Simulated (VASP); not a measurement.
Crystal: MgS5.

```
CELL_PARAMETERS angstrom
5.78105 0.00000 0.00000
-2.89052 5.00653 0.00000
0.00000 0.00000 4.73226
ATOMIC_POSITIONS crystal
Mg 0.00000 0.00000 0.00000
S 0.50000 0.00000 0.50000
S 0.50000 0.50000 0.50000
S 0.00000 0.50000 0.50000
S 0.33333 0.66667 0.00000
S 0.66667 0.33333 0.00000
```

The cell was generated, and may not be a known phase.

```yaml
Program: VASP 6.6.1
Task: relaxation of cell and atoms
Functional: PBE
Potentials_or_basis: VASP PAW PBE potentials, release 64 (Mg_sv, S)
Cutoff: 840 eV
k_mesh: 3 × 3 × 4
Occupations: gaussian, width 0.1 eV
Spin: no spin polarisation
```

At the start: pressure -8.4 GPa; volume 22.83 Å³/atom.

Task: Where does the relaxation end?

Result: Over 14 steps the energy falls by 187.2 meV/atom and the volume is 18.91 Å³/atom (-17.2 %); space group P6/mmm (No. 191, to 0.1 Å) before and after.

Step by step:
```csv
step,energy change (eV),largest force (eV/Å),pressure (GPa),volume (Å³)
1,0.0000,0.0000,-8.42,136.97
2,-0.9646,0.0000,-2.21,114.46
3,-1.0211,0.0000,0.45,109.51
4,-1.0217,0.0000,0.75,109.01
5,-1.0690,0.0000,0.76,109.33
6,-1.0773,0.0000,0.95,109.49
7,-1.0788,0.0000,1.07,109.55
8,-1.0812,0.0000,1.28,109.67
9,-1.1016,0.0000,1.66,109.83
10,-1.0472,0.0000,3.24,109.85
11,-1.0921,0.0000,2.30,109.89
12,-1.1037,0.0000,1.86,109.86
13,-1.1152,0.0000,-1.03,115.83
14,-1.1232,0.0000,0.05,113.43
```

Final structure:
```xyz
6
Lattice="5.7786 0.0000 0.0000 -2.8893 5.0044 0.0000 0.0000 0.0000 3.9226" Properties=species:S:1:pos:R:3 pbc="T T T"
Mg    0.0000    0.0000    0.0000
S     2.8893    0.0000    1.9613
S     1.4446    2.5022    1.9613
S    -1.4446    2.5022    1.9613
S     0.0000    3.3363    0.0000
S     2.8893    1.6681    0.0000
```

Caveat: the k points lie up to 0.42 Å⁻¹ apart in the final cell, too coarse for converged energies and pressures of a metal; the volume moved by over 15 % at a fixed basis, so the end points are rough.
